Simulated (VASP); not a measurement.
Here is a VASP 6.6.1 calculation.

INCAR

```
SYSTEM = MoS2
ALGO = Normal
EDIFF = 1E-6
ENCUT = 520
GGA = PE
ISIF = 2
ISMEAR = 0
IVDW = 12
LASPH = .True.
LCHARG = .False.
LREAL = .False.
LWAVE = .False.
NBANDS = 20
NELM = 100
PREC = Accurate
SIGMA = 0.15
```

Contents of KPOINTS:

```
k-points
0
Gamma
  18 18 18
  0 0 0
```

Contents of POSCAR:

```
MoS2
1.0
    1.5177361590      0.8762653800      6.3498186067
   -1.5177361590      0.8762653800      6.3498186067
    0.0000000000     -1.7525307600      6.3498186067
Mo S
1 2
Direct
    0.0000000000      0.0000000000      0.0000000000
    0.7563304588      0.7563304588      0.7563304588
    0.2436695412      0.2436695412      0.2436695412
```

Potentials or basis: VASP PAW PBE potentials, release 64 (Mo_sv, S).

The run is started by

```sh
$ cat potpaw_PBE.64/Mo_sv/POTCAR potpaw_PBE.64/S/POTCAR > POTCAR
$ mpirun -np 1 vasp_std > vasp.out
```

(1) What does it give for the band gap on the k mesh?

(2) Estimate the largest force.

## Answers

(1) zero (bands 13 and 14 overlap by 0.45 eV).

(2) 0.879 eV/Å.
